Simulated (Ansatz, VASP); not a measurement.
C in VASP and in Ansatz

The input INCAR:

```
SYSTEM = C
  PREC = Accurate
  ENCUT = 600
  EDIFF = 1E-6
  ISMEAR = 0
  SIGMA = 0.15
  LREAL = .False.
  LASPH = .True.
  NELM = 120
  ALGO = Normal
  ISIF = 2
  LWAVE = .False.
  LCHARG = .True.
  GGA = PS
  IVDW = 12
  LELF = .True.
  LVHAR = .True.
  NBANDS = 16
  GGA_COMPAT = .False.
```

KPOINTS

```
regular mesh
0
Gamma
  18 12 10
  0 0 0
```

Contents of POSCAR:

```
C
1.0
   -2.4576582504      0.0000000000      0.0000000000
    0.0000000000      0.0000000000     -3.5294825081
    0.0000000000     -4.2567889574      0.0000000000
C
4
Direct
    0.5000000000      0.0000000000      0.1807617982
    0.0000000000      0.0000000000      0.6525715352
    0.0000000000      0.0000000000      0.3192382018
    0.5000000000      0.0000000000      0.8474284648
```

Input for Ansatz:

```yaml
crystal:
  lattice:
    - [-2.4576582504, 0.0, 0.0]
    - [0.0, 0.0, -3.5294825081]
    - [0.0, -4.2567889574, 0.0]
  atoms:
    - { symbol: C, position: [0.5, 0.0, 0.1807617982] }
    - { symbol: C, position: [0.0, 0.0, 0.6525715352] }
    - { symbol: C, position: [0.0, 0.0, 0.3192382018] }
    - { symbol: C, position: [0.5, 0.0, 0.8474284648] }
basis:
  ecutwfc: 520.0
kpoints:
  mp_grid: { grid: [18, 12, 10] }
hamiltonian:
  xc: pbesol
  pseudopotentials: { kind: paw, azcp: { folder: soft_1 } }
  dispersion: d3bj
scf:
  occupations: { method: gaussian, width: 0.15 }
output:
  forces: true
  stress: true
  eigenvalues: true
```

Change from the starting cell: mode 8 frozen in at -0.060 Å and mode 12 at +0.000 Å (largest displacements).

Alike in both runs: task single point; functional PBEsol; dispersion D3(BJ); k mesh 18 × 12 × 10; occupations gaussian, width 0.15 eV; no spin polarisation.

|  | VASP | Ansatz |
| --- | --- | --- |
| version | VASP 6.6.1 | Ansatz 0.2.0 |
| potentials or method | VASP PAW PBE potentials, release 64 (C), cutoff 600 eV | scalar-relativistic, plane waves, PAW |
| valence electrons in the cell | 16 | 16 |

VASP gave:

* gap on the k mesh at the Fermi level (eV): none
* pressure (GPa): 2.8
* traceless stress, the component that is largest in VASP (GPa): 5.80
* rms of the force components (eV/Å): 2.724

Q: What did Ansatz give for the same quantities?

A: gap on the k mesh at the Fermi level (eV): none; pressure (GPa): 2.5; traceless stress, the component that is largest in VASP (GPa): 5.55; rms of the force components (eV/Å): 2.727.

VASP's potentials were made for PBE, not for PBEsol, and Ansatz warns of the same on its side. Atom by atom the forces differ by 0.007 eV/Å (rms over components). A gap of «none» marks a metal or a gap that the smearing closes.
